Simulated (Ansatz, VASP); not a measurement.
SiC: VASP beside Ansatz

File POSCAR:

```
SiC
1.0
    0.0000000000      1.8618552353      1.8618552353
    1.8618552353      0.0000000000      1.8618552353
    1.8618552353      1.8618552353      0.0000000000
Si C
1 1
Direct
    0.0000000000      0.0000000000      0.0000000000
    0.5000000000      0.5000000000      0.5000000000
```

INCAR.step1

```
SYSTEM = SiC
  PREC = Accurate
  ENCUT = 660
  ISMEAR = 0
  SIGMA = 0.1
  LREAL = .False.
  LASPH = .True.
  NELM = 120
  GGA = PE
  ALGO = Normal
  EDIFF = 1E-5
  LWAVE = .True.
  LCHARG = .False.
  GGA_COMPAT = .False.
  IBRION = 2
  ISIF = 3
  EDIFFG = -0.005
  NELMIN = 4
  NSW = 100
```

The input INCAR.step2:

```
SYSTEM = SiC
  PREC = Accurate
  ENCUT = 660
  EDIFF = 1E-7
  ISMEAR = 0
  SIGMA = 0.1
  LREAL = .False.
  LASPH = .True.
  NELM = 120
  ALGO = Normal
  ISIF = 3
  LWAVE = .False.
  LCHARG = .False.
  METAGGA = R2SCAN
  LMIXTAU = .True.
  IBRION = 2
  NSW = 80
  EDIFFG = -0.05
  ISTART = 1
  GGA_COMPAT = .False.
  NELMIN = 4
```

Contents of KPOINTS:

```
Automatic mesh
0
Gamma
  10 10 10
  0 0 0
```

Input for Ansatz:

```yaml
crystal:
  lattice:
    - [0.0, 1.8618552353, 1.8618552353]
    - [1.8618552353, 0.0, 1.8618552353]
    - [1.8618552353, 1.8618552353, 0.0]
  atoms:
    - { symbol: Si, position: [0.0, 0.0, 0.0] }
    - { symbol: C, position: [0.5, 0.5, 0.5] }
basis:
  ecutwfc: 500
kpoints:
  mp_grid: { grid: [10, 10, 10] }
hamiltonian:
  xc: r2scan
scf:
  occupations: { method: gaussian, width: 0.1 }
output:
  forces: true
  stress: true
  eigenvalues: true
relax:
  adjacent_minimum: "off"
  f_tol: 0.05
  max_steps: 60
  cell: { stress_tol: 0.5 }
```

Alike in both runs: task relaxation of cell and atoms; functional r2SCAN; k mesh 10 × 10 × 10; occupations gaussian, width 0.1 eV; no spin polarisation.

|  | VASP | Ansatz |
| --- | --- | --- |
| version | VASP 6.6.1 | Ansatz 0.2.0 |
| potentials or method | VASP PAW PBE potentials, release 64 (Si, C), cutoff 660 eV | scalar-relativistic, plane waves, PAW |
| valence electrons in the cell | 8 | 8 |

```csv
,VASP,Ansatz,Ansatz less VASP
"gap on the k mesh at the Fermi level, each at its own relaxed structure (eV)",none,none,-
relaxed volume (Å³/atom),8.17,8.17,-0.001
relaxed cell length with the largest relative difference (Å),2.848,2.848,-0.0001
```

VASP's potentials were made for PBE, not for r2SCAN. A gap of «none» marks a metal or a gap that the smearing closes.

Noted on VASP's run: the volume moved by over 15 % at a fixed basis, so the end points are rough.
